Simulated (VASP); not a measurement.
Wanted: the native input for a VASP 6.6.1 run.

| Property | Result |
| --- | --- |
| Task | density of states |
| Functional | PBE |
| Potentials or basis | VASP PAW PBE potentials, release 64 (La, Te) |
| Cutoff | 520 eV |
| k mesh | 8 × 8 × 8 |
| Occupations | gaussian, width 0.1 eV |
| Spin | no spin polarisation |
| Dipole correction | no |
| k mesh for the DOS | 12 × 12 × 12 |
| Occupations for the DOS | tetrahedron |
| Further INCAR settings | ALGO = Normal; EDIFF = 1e-07; NBANDS = 26 |

The system is LaTe4.

```
La Te
1.0
     0.00000    4.55773    4.55773
     4.55773    0.00000    4.55773
     4.55773    4.55773    0.00000
La Te
1 4
Direct
  0.50000 0.50000 0.50000
  0.87491 0.37527 0.87491
  0.87491 0.87491 0.87491
  0.37527 0.87491 0.87491
  0.87491 0.87491 0.37527
```

These files were run (other wordings do the same):

POSCAR

```
LaTe4
1.0
    0.0000000000      4.5577286305      4.5577286305
    4.5577286305      0.0000000000      4.5577286305
    4.5577286305      4.5577286305      0.0000000000
La Te
1 4
Direct
    0.5000000000      0.5000000000      0.5000000000
    0.8749106465      0.3752680605      0.8749106465
    0.8749106465      0.8749106465      0.8749106465
    0.3752680605      0.8749106465      0.8749106465
    0.8749106465      0.8749106465      0.3752680605
```

INCAR.step1

```
SYSTEM = LaTe4
PREC = Accurate ; ENCUT = 520
EDIFF = 1E-7 ; ISMEAR = 0
SIGMA = 0.1 ; LREAL = .False.
LASPH = .True. ; NELM = 80
ALGO = Normal ; ISIF = 2
LWAVE = .False. ; LCHARG = .True.
LMAXMIX = 6 ; GGA = PE
NBANDS = 26
```

KPOINTS.step1

```
Automatic mesh
0
Gamma
  8 8 8
  0 0 0
```

INCAR.step2

```
SYSTEM = LaTe4
PREC = Accurate ; ENCUT = 520
EDIFF = 1E-7 ; ISMEAR = -5
SIGMA = 0.1 ; LREAL = .False.
LASPH = .True. ; NELM = 80
ALGO = Normal ; ISIF = 2
LWAVE = .False. ; LCHARG = .False.
LMAXMIX = 6 ; GGA = PE
LORBIT = 11 ; NBANDS = 26
NEDOS = 1001 ; ICHARG = 11
```

KPOINTS.step2

```
Automatic mesh
0
Gamma
  12 12 12
  0 0 0
```

Potentials or basis: VASP PAW PBE potentials, release 64 (La, Te).

Run with:

```console
$ cat potpaw_PBE.64/La/POTCAR potpaw_PBE.64/Te/POTCAR > POTCAR
$ cp INCAR.step1 INCAR
$ cp KPOINTS.step1 KPOINTS
$ mpirun -np 1 vasp_std > vasp.out
$ cp INCAR.step2 INCAR
$ cp KPOINTS.step2 KPOINTS
$ mpirun -np 1 vasp_std > vasp.out
```

Results of the run:

```yaml
Valence_electrons_inside_the_program's_atomic_spheres: La 8.36; Te 3.32
```

Caveat: spin-orbit coupling is left out, which moves the levels of the heavy elements.

It took 9.7 min on 1 thread of Intel(R) Xeon(R) Platinum 8259CL CPU @ 2.50GHz (Skylake/Cascade Lake), with other jobs on the host, peak memory 0.55 GiB.
